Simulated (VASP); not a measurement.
# ErH4: single point with PBE

The system is ErH4.

```
CELL_PARAMETERS angstrom
-2.20517 2.20517 1.82273
2.20517 -2.20517 1.82273
2.20517 2.20517 -1.82273
ATOMIC_POSITIONS crystal
Er 0.00000 0.00000 0.00000
H 0.50000 0.21227 0.71227
H 0.50000 0.78773 0.28773
H 0.21227 0.50000 0.71227
H 0.78773 0.50000 0.28773
```

The cell was built from a structure type or drawn by symmetry, and may not be a known phase.

| Quantity | Value |
| --- | --- |
| Program | VASP 6.6.1 |
| Task | single point |
| Functional | PBE |
| Potentials or basis | VASP PAW PBE potentials, release 64 (Er_3, H), 4f in core |
| Cutoff | 500 eV |
| k mesh | 14 × 14 × 14 |
| Occupations | gaussian, width 0.1 eV |
| Spin | no spin polarisation |

| Quantity | Value |
| --- | --- |
| Pressure | 0.2 GPa |
| Largest force | 0.008 eV/Å |
| Band gap on the k mesh | zero (an odd number of electrons rules out a gap without spin polarisation) |

Forces in eV/Å, atoms in the order of the input:
```
Er   0.000  0.000  0.000
H   -0.008  0.000  0.000
H    0.008  0.000  0.000
H    0.000 -0.008  0.000
H    0.000  0.008  0.000
```

Stress tensor (GPa, compression positive):
```
0.03 0.00 0.00
0.00 0.03 0.00
0.00 0.00 0.64
```

Levels at points of the mesh, in eV from the Fermi level:
| k point | band 4 | band 5 | band 6 | band 7 | band 8 | band 9 | band 10 | band 11 |
| --- | --- | --- | --- | --- | --- | --- | --- | --- |
| (0.00, 0.00, 0.00) | -10.93 | -0.77 | -0.77 | -0.02 | 1.16 | 1.21 | 1.87 | 1.87 |
| (0.50, 0.00, 0.00) | -6.95 | -6.19 | -4.33 | 0.01 | 2.52 | 5.10 | 5.32 | 6.26 |
| (0.50, 0.50, 0.00) | -7.78 | -6.56 | -1.54 | 0.61 | 0.82 | 1.26 | 5.57 | 6.49 |
| (0.50, 0.50, 0.50) | -6.94 | -6.43 | -2.70 | -2.70 | 5.00 | 5.00 | 5.35 | 5.60 |

It took 51 s on 1 thread of Intel(R) Xeon(R) 6975P-C (Granite Rapids) (shared host), peak memory 0.25 GiB.

Caveat: spin-orbit coupling is left out, which moves the levels of the heavy elements; the 4f electrons are frozen in the core, so they carry no moment and show no levels. Spin polarisation is off, so any magnetic state and its effect on volume and gap are missing.
